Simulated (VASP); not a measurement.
Here is a VASP 6.6.1 calculation.

Contents of INCAR:

```
SYSTEM = GaN
ALGO = Normal
EDIFF = 1E-6
ENCUT = 520
GGA = PE
ISIF = 2
ISMEAR = -1
LASPH = .TRUE.
LCHARG = .FALSE.
LREAL = .FALSE.
LWAVE = .FALSE.
NBANDS = 16
NELM = 100
PREC = Accurate
SIGMA = 0.02
```

Contents of KPOINTS:

```
k-points
0
G
  10 10 10
  0 0 0
```

The input POSCAR:

```
GaN
1.0
    0.0000000000      2.0498986417      2.0498986417
    2.0498986417      0.0000000000      2.0498986417
    2.0498986417      2.0498986417      0.0000000000
Ga N
1 1
Direct
    0.5000000000      0.5000000000      0.5000000000
    0.0000000000      0.0000000000      0.0000000000
```

Potentials or basis: VASP PAW PBE potentials, release 64 (Ga_d, N).

The run is started by

```console
$ cat potpaw_PBE.64/Ga_d/POTCAR potpaw_PBE.64/N/POTCAR > POTCAR
$ mpirun -np 1 vasp_std > vasp.out
```

Q: Predict the band gap on the k mesh.

A: 1.22 eV (least direct gap 3.96 eV).

Q: What does it give for the pressure?

A: 34.4 GPa.

Caveat: the cell differs from its parent crystal (strain -2.8%); the cell stands under pressure. A k mesh can miss the band edges.
